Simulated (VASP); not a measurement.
Ga: single point with r2SCAN

Crystal: Ga.

```xyz
1
Lattice="-1.7001 1.7001 1.7001 1.7001 -1.7001 1.7001 1.7001 1.7001 -1.7001" Properties=species:S:1:pos:R:3 pbc="T T T"
Ga    0.0000    0.0000    0.0000
```

This cell differs from its parent crystal: volume scaled by 1.08.

| Property | Result |
| --- | --- |
| Program | VASP 6.6.1 |
| Task | single point |
| Functional | r2SCAN |
| Potentials or basis | VASP PAW PBE potentials, release 64 (Ga_d) |
| Cutoff | 520 eV |
| k mesh | 15 × 15 × 15 |
| Occupations | fermi-dirac, width 0.1 eV |
| Spin | no spin polarisation |
| Dipole correction | no |
| Further INCAR settings | ALGO = Normal; EDIFF = 1e-07; NBANDS = 12 |

* Pressure: -3.7 GPa

Levels at points of the mesh, in eV from the Fermi level:
| k point | band 4 | band 5 | band 6 | band 7 | band 8 | band 9 |
| --- | --- | --- | --- | --- | --- | --- |
| (0.00, 0.00, 0.00) | -15.26 | -15.26 | -11.32 | 12.80 | 12.80 | 12.80 |

It took 63 s on 1 thread of Intel(R) Xeon(R) Platinum 8259CL CPU @ 2.50GHz (Skylake/Cascade Lake) (shared host), peak memory 0.16 GiB.

Caveat: the PAW data sets were made with another functional, which shifts forces and pressure a little.
